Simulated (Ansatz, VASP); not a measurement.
## Two plane-wave programs on SiC3

```xyz
4
Lattice="2.6721 0.0000 0.0000 -1.3360 2.3141 0.0000 0.0000 0.0000 8.6744" Properties=species:S:1:pos:R:3 pbc="T T T"
Si    0.0000    1.5427    4.3372
C     0.0000    1.5427    0.0000
C     1.3360    0.7714    2.1686
C     1.3360    0.7714    6.5058
```

Alike in both runs: task single point; functional PBE; k mesh 6 × 6 × 2; occupations gaussian, width 0.1 eV; no spin polarisation.

|  | VASP | Ansatz |
| --- | --- | --- |
| version | VASP 6.6.1 | Ansatz 0.2.0 |
| potentials or method | VASP PAW PBE potentials, release 64 (Si, C), cutoff 520 eV | scalar-relativistic, plane waves, PAW |
| valence electrons in the cell | 16 | 16 |

```tsv
	VASP	Ansatz	Ansatz less VASP
gap on the k mesh at the Fermi level (eV)	none	none	-
pressure (GPa)	-23.7	-23.7	-0.02
traceless stress, the component that is largest in VASP (GPa)	-7.98	-7.99	-0.002
rms of the force components (eV/Å)	0.060	0.060	+0.0002
```

Atom by atom the forces differ by 0.000 eV/Å (rms over components). A gap of «none» marks a metal or a gap that the smearing closes.

The k mesh is coarse, so the values compare programs but aren't converged.
